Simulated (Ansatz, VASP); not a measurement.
**One calculation of AlCu, two programs**

```
Al Cu
1.0
     2.95600    0.00000    0.00000
     0.00000    2.95600    0.00000
     0.00000    0.00000    2.95600
Al Cu
1 1
Direct
  0.97405 0.00000 0.00000
  0.51102 0.50000 0.50000
```

Change from the starting cell: mode 4 frozen in at -0.077 Å, equal normal strain along x, y and z +0.0000.

Alike in both runs: task single point; functional PBEsol; k mesh 16 × 16 × 16; occupations gaussian, width 0.15 eV; no spin polarisation.

```csv
,VASP,Ansatz
version,VASP 6.6.1,Ansatz 0.2.0
potentials or method,"VASP PAW PBE potentials, release 64 (Al, Cu), cutoff 520 eV","scalar-relativistic, plane waves, PAW"
valence electrons in the cell,14,22
```

|  | VASP | Ansatz | Ansatz less VASP |
| --- | --- | --- | --- |
| gap on the k mesh at the Fermi level (eV) | none | none | - |
| pressure (GPa) | 1.0 | 0.7 | -0.38 |
| traceless stress, the component that is largest in VASP (GPa) | -0.35 | -0.34 | +0.005 |
| rms of the force components (eV/Å) | 0.284 | 0.282 | -0.0019 |

VASP's potentials were made for PBE, not for PBEsol, and Ansatz warns of the same on its side. Atom by atom the forces differ by 0.002 eV/Å (rms over components). A gap of «none» marks a metal or a gap that the smearing closes. VASP's potentials hold 14 valence electrons a cell and Ansatz's 22, so a difference there can come from the potentials and not from the codes.
